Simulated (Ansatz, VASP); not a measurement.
# BaTiO3: VASP beside Ansatz

```xyz
5
Lattice="4.1139 0.0000 0.0000 0.0000 4.1139 0.0000 0.0000 0.0000 3.9158" Properties=species:S:1:pos:R:3 pbc="T T T"
Ba    0.0000    0.0000    0.0000
Ti    2.0570    2.0570    1.9579
O     2.0570    2.0570    0.0000
O     2.0570    0.0000    1.9579
O     0.0000    2.0570    1.9579
```

Change from the starting cell: epitaxial_xy strain +3.0%.

Alike in both runs: task single point; functional r2SCAN; k mesh 6 × 6 × 6; no spin polarisation.

|  | VASP | Ansatz |
| --- | --- | --- |
| version | VASP 6.6.1 | Ansatz 0.2.0 |
| potentials or method | VASP PAW PBE potentials, release 64 (Ba_sv, Ti_sv, O) | plane waves, PAW |
| plane-wave cutoff (eV) | 520 | 500 |
| occupations | gaussian, width 0.01 eV | fixed |
| valence electrons in the cell | 40 | 40 |

VASP gave:

| Property | Result |
| --- | --- |
| gap on the k mesh at the Fermi level (eV) | 1.96 |
| pressure (GPa) | -4.2 |
| traceless stress, the component that is largest in VASP (GPa) | 6.15 |

Q: Estimate Ansatz's values.

A: gap on the k mesh at the Fermi level (eV): 1.98; pressure (GPa): -6.0; traceless stress, the component that is largest in VASP (GPa): 5.94.

VASP's potentials were made for PBE, not for r2SCAN.

Spin-orbit coupling is off throughout.
